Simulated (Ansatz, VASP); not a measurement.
**CoSi: VASP beside Ansatz**

```
Co Si
1.0
     4.43800    0.00000    0.00000
     0.00000    4.43800    0.00000
     0.00000    0.00000    4.43800
Co Si
4 4
Direct
  0.14000 0.14000 0.14000
  0.36000 0.86000 0.64000
  0.64000 0.36000 0.86000
  0.86000 0.64000 0.36000
  0.84300 0.84300 0.84300
  0.65700 0.15700 0.34300
  0.34300 0.65700 0.15700
  0.15700 0.34300 0.65700
```

Alike in both runs: task relaxation of cell and atoms; functional PBE; k mesh 8 × 8 × 8; occupations gaussian, width 0.1 eV; no spin polarisation.

```csv
,VASP,Ansatz
version,VASP 6.6.1,Ansatz 0.2.0
potentials or method,"VASP PAW PBE potentials, release 64 (Co, Si), cutoff 600 eV","scalar-relativistic, plane waves, PAW"
valence electrons in the cell,52,84
```

|  | VASP | Ansatz | Ansatz less VASP |
| --- | --- | --- | --- |
| gap on the k mesh at the Fermi level, each at its own relaxed structure (eV) | none | none | - |
| relaxed volume (Å³/atom) | 10.86 | 10.87 | +0.011 |
| relaxed cell length with the largest relative difference (Å) | 4.429 | 4.431 | +0.0014 |

A gap of «none» marks a metal or a gap that the smearing closes. VASP's potentials hold 52 valence electrons a cell and Ansatz's 84, so a difference there can come from the potentials and not from the codes.
